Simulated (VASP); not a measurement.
A run of VASP 6.6.1:

File INCAR:

```
  PREC = Accurate
  ENCUT = 600
  EDIFF = 1E-6
  ISMEAR = 0
  SIGMA = 0.02
  LREAL = F
  LASPH = T
  NELM = 100
  ALGO = Normal
  ISIF = 3
  LWAVE = F
  LCHARG = F
  GGA = PE
  IBRION = 2
  NSW = 100
  EDIFFG = -0.005
```

File KPOINTS:

```
Automatic mesh
0
Gamma
  14 14 14
```

Contents of POSCAR:

```
C
1.0
    0.0000000000      2.1360192257      4.2938514682
    1.2332305928      0.0000000000      4.2938514682
    1.2332305928      2.1360192257      0.0000000000
C
2
Direct
    0.1666721641      0.8333278359      0.1666721641
    0.8333278359      0.1666721641      0.8333278359
```

Potentials or basis: VASP PAW PBE potentials, release 64 (C).

Run with:

```sh
$ cat potpaw_PBE.64/C/POTCAR > POTCAR
$ mpirun -np 1 vasp_std > vasp.out
```

Hardware: 1 thread of Intel(R) Xeon(R) Platinum 8375C CPU @ 2.90GHz (Ice Lake), with other jobs on the host.

How long does it take, and how much memory?

Wall time 25 min on 1 thread of Intel(R) Xeon(R) Platinum 8375C CPU @ 2.90GHz (Ice Lake) (shared host), peak memory 0.22 GiB. Counts: scf iterations 156, k points 428, ion steps 34.
